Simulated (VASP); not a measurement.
# Cs (Im-3m) in VASP: a series of runs

The runs below take Cs through density of states, with PBE.

Everything below comes from runs of VASP 6.6.1. Logs are shortened: lines on timing, memory, paths and dates and some standing lists are left out, and cuts for length are marked.

## Step 1: The cell of the first run

Symmetry: Im-3m, No. 229, cubic system. The conventional cell has a = 5.807 Å, b = 5.807 Å, c = 5.807 Å, α = 90.00°, β = 90.00°, γ = 90.00°.

## Step 2: Density of states, PBE (volume scaled by 0.84)

Input file POSCAR:

```
Cs
1.0
   -2.9034161092      2.9034161092      2.9034161092
    2.9034161092     -2.9034161092      2.9034161092
    2.9034161092      2.9034161092     -2.9034161092
Cs
1
Direct
    0.0000000000      0.0000000000      0.0000000000
```

Input file INCAR.step1:

```
PREC = Accurate
ENCUT = 520
EDIFF = 1E-6
ISMEAR = -1
SIGMA = 0.05
LREAL = F
LASPH = T
NELM = 80
ALGO = Normal
ISIF = 2
LWAVE = F
LCHARG = T
GGA = PE
NBANDS = 10
```

Input file KPOINTS.step1:

```
regular mesh
0
Gamma
  9 9 9
```

Input file INCAR.step2:

```
PREC = Accurate
ENCUT = 520
EDIFF = 1E-6
ISMEAR = -5
SIGMA = 0.05
LREAL = F
LASPH = T
NELM = 80
ALGO = Normal
ISIF = 2
LWAVE = F
LCHARG = F
GGA = PE
LORBIT = 11
NEDOS = 1001
ICHARG = 11
```

Input file KPOINTS.step2:

```
regular mesh
0
Gamma
  14 14 14
```

Potentials or basis: VASP PAW PBE potentials, release 64 (Cs_sv).

Command:

```console
$ cat potpaw_PBE.64/Cs_sv/POTCAR > POTCAR
$ cp INCAR.step1 INCAR
$ cp KPOINTS.step1 KPOINTS
$ mpirun -np 1 vasp_std > vasp.out
$ cp INCAR.step2 INCAR
$ cp KPOINTS.step2 KPOINTS
$ mpirun -np 1 vasp_std > vasp.out
```

OUTCAR:

```text
PREC = Accurate
   ENCUT = 520
   EDIFF = 1E-6
   ISMEAR = -5
   LREAL = F
   LASPH = T
   NELM = 80
   ISIF = 2
   GGA = PE
   LORBIT = 11
   ICHARG = 11

 ion  position               nearest neighbor table
   1  0.000  0.000  0.000-

  LATTYP: Found a body centered cubic cell.
 ALAT       =     5.8068322184

  Lattice vectors:

 A1 = (  -2.9034161092,   2.9034161092,   2.9034161092)
 A2 = (   2.9034161092,  -2.9034161092,   2.9034161092)
 A3 = (   2.9034161092,   2.9034161092,  -2.9034161092)

Analysis of symmetry for initial positions (statically):
=====================================================================
 Subroutine PRICEL returns:
 Original cell was already a primitive cell.

 Routine SETGRP: Setting up the symmetry group for a
 body centered cubic supercell.

 Subroutine GETGRP returns: Found 48 space group operations
 (whereof 48 operations were pure point group operations)
 out of a pool of 48 trial point group operations.

The static configuration has the point symmetry O_h .

Analysis of symmetry for dynamics (positions and initial velocities):
=====================================================================
 Subroutine PRICEL returns:
 Original cell was already a primitive cell.

 Routine SETGRP: Setting up the symmetry group for a
 body centered cubic supercell.

 Subroutine GETGRP returns: Found 48 space group operations
 (whereof 48 operations were pure point group operations)
 out of a pool of 48 trial point group operations.

The dynamic configuration has the point symmetry O_h .

 Subroutine INISYM returns: Found 48 space group operations
 (whereof 48 operations are pure point group operations),
 and found     1 'primitive' translations

----------------------------------------------------------------------------------------

                                     Primitive cell

  volume of cell :      97.9012

  direct lattice vectors                    reciprocal lattice vectors
    -2.903416109  2.903416109  2.903416109     0.000000000  0.172210934  0.172210934
     2.903416109 -2.903416109  2.903416109     0.172210934  0.000000000  0.172210934
     2.903416109  2.903416109 -2.903416109     0.172210934  0.172210934  0.000000000

  length of vectors
     5.028864217  5.028864217  5.028864217     0.243543038  0.243543038  0.243543038

  position of ions in fractional coordinates (direct lattice)
     0.000000000  0.000000000  0.000000000

  ion indices of the primitive-cell ions
[... 69 lines left out ...]
   ICHARG =     11    charge: 1-file 2-atom 10-const
   ISPIN  =      1    spin polarized calculation?
   LNONCOLLINEAR =      F non collinear calculations
   LSORBIT =      F    spin-orbit coupling
   LASPH  =      T    aspherical Exc in radial PAW
   ENCUT  =  520.0 eV  38.22 Ry    6.18 a.u.   9.35  9.35  9.35*2*pi/ulx,y,z
   NELM   =     80;   NELMIN=  2; NELMDL=  0     # of ELM steps
   EDIFF  = 0.1E-05   stopping-criterion for ELM
   LREAL  =      F    real-space projection
[... 7 lines left out ...]
   TEBEG  =    0.0;   TEEND  =   0.0 temperature during run
   PSTRESS=    0.0 pullay stress
   NELECT =       9.0000    total number of electrons
   NUPDOWN=      -1.0000    fix difference up-down
   EMIN   =  10.00;   EMAX   =-10.00  energy-range for DOS
   EFERMI =   0.00;   METHOD = LEGACY
   ISMEAR =    -5;   SIGMA  =   0.05  broadening in eV -4-tet -1-fermi 0-gaus
   EFERMI_NEDOS =   21; number of points for ismear=-14 and -15
   IALGO  =     38    algorithm
   IMIX   =      4    mixing-type and parameters
     AMIX     =   0.40;   BMIX     =  1.00
     AMIX_MAG =   1.60;   BMIX_MAG =  1.00
  volume/ion in A,a.u.               =      97.90       660.67
  Fermi-wavevector in a.u.,A,eV,Ry     =   0.738856  1.396235  7.427529  0.545908
  Thomas-Fermi vector in A             =   1.832879
   LORBIT       =     11    0 simple, 1 ext, 2 COOP (PROOUT), +10 PAW based schemes
   GGA     = PE    functional components
   LHFCALC =     F    Hartree Fock is set to
   AEXX    =    0.0000 exact exchange contribution
   IVDW    =     0    specifies the selected vdW correction
   LEPSILON=     F    determine dielectric tensor
   LRPA    =     F    only Hartree local field effects (RPA)
 non-spin polarized calculation
 Fermi weights with tetrahedron method with Bloechl corrections
  energy-cutoff  :      520.00
  volume of cell :       97.90
 maximum number of plane-waves:      2659
 NGX is ok and might be reduce to    40

 number of electron       8.9999999 magnetization

 Free energy of the ion-electron system (eV)
  ---------------------------------------------------
  ext. energy  EPLUGINS =         0.00000000
  ---------------------------------------------------
  free energy    TOTEN  =        -0.82581039 eV

  energy without entropy =       -0.82581039  energy(sigma->0) =       -0.82581039

 E-fermi :   0.8969     XC(G=0):  -5.8297

 val. band max:        0.8667726818   @ k =   0.4286   0.0714   0.0000
 cond. band min:       0.9083440026   @ k =   0.3571   0.1429  -0.0000
 fundamental gap:      0.0415713208
 Fermi energy:         0.8968872749

 k-point     1 :       0.0000    0.0000    0.0000
  band No.  band energies     occupation
      1     -22.8907      2.00000
      2      -9.6000      2.00000
      3      -9.6000      2.00000
      4      -9.6000      2.00000
      5      -0.9501      2.00000
      6       3.4769      0.00000
      7       3.4769      0.00000
      8       3.4770      0.00000
[... 243 lines left out ...]
 k-point    24 :       0.3571    0.2857    0.0000
  band No.  band energies     occupation
      1     -22.8746      2.00000
      2      -9.7788      2.00000
      3      -9.7426      2.00000
      4      -9.6289      2.00000
      5       1.5836      0.00000
      6       1.8492      0.00000
      7       2.0029      0.00000
      8       4.4673      0.00000

 [... further k-points ...]
[... 5 lines left out ...]
  --------------------------------------------------------------------------------------
  -------------------------------------------------------------------------------------
  Total        0.2780915      0.2780915      0.2780915      0.0000000      0.0000000     -0.0000000
  in kB        4.5510382      4.5510382      4.5510382      0.0000000      0.0000000     -0.0000000
  external PRESSURE =       4.5510382 kB  Pullay stress =       0.0000000 kB

 VOLUME and BASIS-vectors are now :
 -----------------------------------------------------------------------------
  energy-cutoff  :      520.00
  volume of cell :       97.90
      direct lattice vectors                 reciprocal lattice vectors
    -2.903416109  2.903416109  2.903416109     0.000000000  0.172210934  0.172210934
     2.903416109 -2.903416109  2.903416109     0.172210934  0.000000000  0.172210934
     2.903416109  2.903416109 -2.903416109     0.172210934  0.172210934  0.000000000

 POSITION                                       TOTAL-FORCE (eV/Angst)
 -----------------------------------------------------------------------------------
      0.00000      0.00000      0.00000         0.000000     -0.000000      0.000000
 -----------------------------------------------------------------------------------
    total drift:                                0.000000      0.000000      0.000000

  FREE ENERGIE OF THE ION-ELECTRON SYSTEM (eV)
  ---------------------------------------------------
  free  energy   TOTEN  =        -0.8258103926 eV

  energy  without entropy=       -0.8258103926  energy(sigma->0) =       -0.82581039

 total charge

# of ion       s       p       d       tot
------------------------------------------
    1        1.858   4.675   0.014   6.547
```

Run time: 58 s. Hardware: 1 thread of Intel Xeon Platinum 8488C (Sapphire Rapids), shared host; peak memory 0.27 GiB.

What came out:

```yaml
Valence_electrons_inside_the_program's_atomic_spheres: Cs 6.55
```

Levels at points of the mesh, in eV from the Fermi level:
```tsv
k point	band 2	band 3	band 4	band 5	band 6	band 7
(0.00, 0.00, 0.00)	-10.50	-10.50	-10.50	-1.85	2.58	2.58
(0.50, 0.00, 0.00)	-10.73	-10.57	-10.50	-0.05	1.07	1.61
(0.50, 0.50, 0.50)	-10.66	-10.66	-10.66	0.48	0.48	3.46
```

Caveat: spin-orbit coupling is left out, which moves the levels of the heavy elements; tetrahedron occupations give inexact forces and stress in metals.

[end of part 1 of 2]
